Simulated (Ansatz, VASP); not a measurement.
# One calculation of Ge, two programs

File INCAR:

```
SYSTEM = Ge
PREC     = Accurate       ! precision mode
ENCUT    = 520            ! plane-wave cutoff, eV
EDIFF    = 1E-6           ! SCF threshold, eV
ISMEAR   = -1             ! smearing method
SIGMA    = 0.02           ! smearing width, eV
LREAL    = .FALSE.        ! projectors in reciprocal space
LASPH    = .TRUE.         ! aspherical terms in the spheres
NELM     = 60             ! most SCF steps
ALGO     = Normal         ! electronic algorithm
ISIF     = 2              ! what is computed and relaxed
LWAVE    = .FALSE.        ! write WAVECAR
LCHARG   = .FALSE.        ! write CHGCAR
GGA      = CA             ! functional
NBANDS   = 21             ! bands
```

Contents of KPOINTS:

```
regular mesh
0
G
  8 8 8
  0 0 0
```

POSCAR

```
Ge
1.0
    0.0000000000      2.8368735119      2.8368735119
    2.8368735119      0.0000000000      2.8368735119
    2.8368735119      2.8368735119      0.0000000000
Ge
2
Direct
    0.0000000000      0.0000000000      0.0000000000
    0.2500000000      0.2500000000      0.2500000000
```

Input for Ansatz:

```yaml
crystal:
  lattice:
    - [0.0, 2.8368735119, 2.8368735119]
    - [2.8368735119, 0.0, 2.8368735119]
    - [2.8368735119, 2.8368735119, 0.0]
  atoms:
    - { symbol: Ge, position: [0.0, 0.0, 0.0] }
    - { symbol: Ge, position: [0.25, 0.25, 0.25] }
kpoints:
  mp_grid: { grid: [8, 8, 8] }
  band_path:
    path:
      - [0.0, 0.0, 0.0]
      - [0.5, 0.0, 0.5]
      - [0.625, 0.25, 0.625]
      - [0.375, 0.375, 0.75]
      - [0.5, 0.5, 0.5]
      - [0.5, 0.25, 0.75]
    npoints: 1
hamiltonian:
  xc: lda
scf:
  occupations: { method: fermi_dirac, width: 0.02 }
  n_extra_bands: 4
output:
  forces: true
  stress: true
  eigenvalues: true
  write_density: true
  write_potential: true
  elf: true
  volumetric_format: npy
```

Alike in both runs: task single point; functional LDA; k mesh 8 × 8 × 8; occupations fermi-dirac, width 0.02 eV; no spin polarisation.

|  | VASP | Ansatz |
| --- | --- | --- |
| version | VASP 6.6.1 | Ansatz 0.2.0 |
| potentials or method | VASP PAW LDA potentials, release 64 (Ge_d) | plane waves, PAW |
| plane-wave cutoff (eV) | 520 | 420 |
| valence electrons in the cell | 28 | 28 |

|  | VASP | Ansatz | Ansatz less VASP |
| --- | --- | --- | --- |
| pressure (GPa) | -1.7 | -1.8 | -0.16 |

LDA's correlation is that of Perdew and Zunger in VASP and of Perdew and Wang (1992) in Ansatz.
